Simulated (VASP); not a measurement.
# In (I4/mmm) in VASP: notebook

The runs below take In through single point, with PBE, LDA, PBE+D3(BJ).

All numbers are computed with VASP 6.6.1; they aren't measurements. Logs are shortened: lines on timing, memory, paths and dates and some standing lists are left out, and cuts for length are marked.

### 1 The cell of the first run

It takes space group I4/mmm (No. 139, tetragonal). The conventional cell has a = 3.272 Å, b = 3.272 Å, c = 4.980 Å, α = 90.00°, β = 90.00°, γ = 90.00°. Within 4.3 Å of In (site symmetry 4/mmm) lie 12 In at 3.27 to 3.40 Å.

### 2 Single point, PBE

File INCAR:

```
PREC = Accurate
ENCUT = 520
EDIFF = 1E-6
ISMEAR = -1
SIGMA = 0.05
LREAL = False
LASPH = True
NELM = 80
ALGO = Fast
ISIF = 2
LWAVE = False
LCHARG = False
GGA = PE
NBANDS = 12
```

File KPOINTS:

```
regular mesh
0
Gamma
  11 11 11
```

File POSCAR:

```
In
1.0
   -1.6362350157      1.6362350157      2.4900825966
    1.6362350157     -1.6362350157      2.4900825966
    1.6362350157      1.6362350157     -2.4900825966
In
1
Direct
    0.0000000000      0.0000000000      0.0000000000
```

Potentials or basis: VASP PAW PBE potentials, release 64 (In_d).

The run is started by

```
$ cat potpaw_PBE.64/In_d/POTCAR > POTCAR
$ mpirun -np 1 vasp_std > vasp.out
```

OUTCAR:

```text
PREC = Accurate
   ENCUT = 520
   EDIFF = 1E-6
   ISMEAR = -1
   LREAL = False
   LASPH = True
   NELM = 80
   ISIF = 2
   GGA = PE

 ion  position               nearest neighbor table
   1  0.000  0.000  0.000-

  LATTYP: Found a body centered tetragonal cell.
 ALAT       =     3.2724700314
 C/A-ratio  =     1.5218367610

  Lattice vectors:

 A1 = (  -1.6362350157,   1.6362350157,   2.4900825966)
 A2 = (   1.6362350157,  -1.6362350157,   2.4900825966)
 A3 = (   1.6362350157,   1.6362350157,  -2.4900825966)

Analysis of symmetry for initial positions (statically):
=====================================================================
 Subroutine PRICEL returns:
 Original cell was already a primitive cell.

 Routine SETGRP: Setting up the symmetry group for a
 body centered tetragonal supercell.

 Subroutine GETGRP returns: Found 16 space group operations
 (whereof 16 operations were pure point group operations)
 out of a pool of 16 trial point group operations.

The static configuration has the point symmetry D_4h.

Analysis of symmetry for dynamics (positions and initial velocities):
=====================================================================
 Subroutine PRICEL returns:
 Original cell was already a primitive cell.

 Routine SETGRP: Setting up the symmetry group for a
 body centered tetragonal supercell.

 Subroutine GETGRP returns: Found 16 space group operations
 (whereof 16 operations were pure point group operations)
 out of a pool of 16 trial point group operations.

The dynamic configuration has the point symmetry D_4h.

 Subroutine INISYM returns: Found 16 space group operations
 (whereof 16 operations are pure point group operations),
 and found     1 'primitive' translations

----------------------------------------------------------------------------------------

                                     Primitive cell

  volume of cell :      26.6664

  direct lattice vectors                    reciprocal lattice vectors
    -1.636235016  1.636235016  2.490082597     0.000000000  0.305579575  0.200796552
     1.636235016 -1.636235016  2.490082597     0.305579575  0.000000000  0.200796552
     1.636235016  1.636235016 -2.490082597     0.305579575  0.305579575  0.000000000

  length of vectors
     3.399270715  3.399270715  3.399270715     0.365647551  0.365647551  0.432154779

  position of ions in fractional coordinates (direct lattice)
     0.000000000  0.000000000  0.000000000

[... 77 lines left out ...]
   EDIFFG = 0.1E-04   stopping-criterion for IOM
   NSW    =      0    number of steps for IOM
   IBRION =     -1    ionic relax: 0-MD 1-quasi-New 2-CG
   NFREE  =      0    steps in history (QN), initial steepest desc. (CG)
   ISIF   =      2    stress and relaxation
   ISYM   =      2    0-nonsym 1-usesym 2-fastsym
   POTIM  = 0.5000    time-step for ionic-motion
   TEBEG  =    0.0;   TEEND  =   0.0 temperature during run
   PSTRESS=    0.0 pullay stress
   NELECT =      13.0000    total number of electrons
   NUPDOWN=      -1.0000    fix difference up-down
   EMIN   =  10.00;   EMAX   =-10.00  energy-range for DOS
   EFERMI =   0.00;   METHOD = LEGACY
   ISMEAR =    -1;   SIGMA  =   0.05  broadening in eV -4-tet -1-fermi 0-gaus
   EFERMI_NEDOS =   21; number of points for ismear=-14 and -15
   IALGO  =     68    algorithm
   IMIX   =      4    mixing-type and parameters
     AMIX     =   0.40;   BMIX     =  1.00
     AMIX_MAG =   1.60;   BMIX_MAG =  1.00
  volume/ion in A,a.u.               =      26.67       179.95
  Fermi-wavevector in a.u.,A,eV,Ry     =   1.288450  2.434817 22.587079  1.660103
  Thomas-Fermi vector in A             =   2.420403
   LORBIT       =      0    0 simple, 1 ext, 2 COOP (PROOUT), +10 PAW based schemes
   GGA     = PE    functional components
   LHFCALC =     F    Hartree Fock is set to
   AEXX    =    0.0000 exact exchange contribution
   IVDW    =     0    specifies the selected vdW correction
   LEPSILON=     F    determine dielectric tensor
   LRPA    =     F    only Hartree local field effects (RPA)
 non-spin polarized calculation
 RMM-DIIS sequential band-by-band and
  energy-cutoff  :      520.00
  volume of cell :       26.67
 maximum number of plane-waves:       733
 NGX is ok and might be reduce to    28
   NGX = 13   NGY = 13   NGZ = 13

 number of electron      13.0000003 magnetization

 Free energy of the ion-electron system (eV)
  ---------------------------------------------------
  ext. energy  EPLUGINS =         0.00000000
  ---------------------------------------------------
  free energy    TOTEN  =        -2.55661487 eV

  energy without entropy =       -2.55256064  energy(sigma->0) =       -2.55458775

 E-fermi :   7.3387     XC(G=0): -10.1625

 val. band max:        7.3378117269   @ k =  -0.4545   0.4545   0.2727
 cond. band min:       7.3690344478   @ k =  -0.4545  -0.4545   0.1818
 fundamental gap:      0.0312227209
 Fermi energy:         7.3387126966

 k-point     1 :       0.0000    0.0000    0.0000
  band No.  band energies     occupation
      1      -7.3767      2.00000
      2      -7.2753      2.00000
      3      -7.2753      2.00000
      4      -7.1989      2.00000
      5      -7.1009      2.00000
      6      -2.1056      2.00000
      7      17.6769      0.00000
      8      17.6769      0.00000
      9      17.8420      0.00000
     10      18.8448      0.00000
     11      21.1099      0.00000
     12      21.2362      0.00000
[... 331 lines left out ...]
 k-point    24 :      -0.1818    0.1818    0.0000
  band No.  band energies     occupation
      1      -7.3413      2.00000
      2      -7.2508      2.00000
      3      -7.2049      2.00000
      4      -7.1998      2.00000
      5      -7.1215      2.00000
      6      -1.1011      2.00000
      7      14.3669      0.00000
      8      14.6236      0.00000
      9      15.2311      0.00000
     10      16.5714      0.00000
     11      18.7250      0.00000
     12      23.6258      0.00000

 [... further k-points ...]
[... 5 lines left out ...]
  --------------------------------------------------------------------------------------
  -------------------------------------------------------------------------------------
  Total        0.2095453      0.2095453      0.1439954      0.0000000     -0.0000000      0.0000000
  in kB       12.5899351     12.5899351      8.6515529      0.0000000     -0.0000000      0.0000000
  external PRESSURE =      11.2771411 kB  Pullay stress =       0.0000000 kB

 VOLUME and BASIS-vectors are now :
 -----------------------------------------------------------------------------
  energy-cutoff  :      520.00
  volume of cell :       26.67
      direct lattice vectors                 reciprocal lattice vectors
    -1.636235016  1.636235016  2.490082597     0.000000000  0.305579575  0.200796552
     1.636235016 -1.636235016  2.490082597     0.305579575  0.000000000  0.200796552
     1.636235016  1.636235016 -2.490082597     0.305579575  0.305579575  0.000000000

 POSITION                                       TOTAL-FORCE (eV/Angst)
 -----------------------------------------------------------------------------------
      0.00000      0.00000      0.00000         0.000000      0.000000      0.000000
 -----------------------------------------------------------------------------------
    total drift:                               -0.000000     -0.000000     -0.000000

  FREE ENERGIE OF THE ION-ELECTRON SYSTEM (eV)
  ---------------------------------------------------
  free  energy   TOTEN  =        -2.5566148683 eV

  energy  without entropy=       -2.5525606398  energy(sigma->0) =       -2.55458775
```

It took 46 s on 1 thread of Intel Xeon Platinum 8259CL at 2.50GHz (Skylake/Cascade Lake), shared host; peak memory 0.17 GiB.

What came out:

```yaml
Free_energy: -2.5566 eV
Pressure: 1.1 GPa
```

Levels at points of the mesh, in eV from the Fermi level:
```csv
k point,band 4,band 5,band 6,band 7,band 8,band 9
"(0.00, 0.00, 0.00)",-14.54,-14.44,-9.44,10.34,10.34,10.50
```

Caveat: spin-orbit coupling is left out, which moves the levels of the heavy elements.

(Part 1 of 2 ends here.)
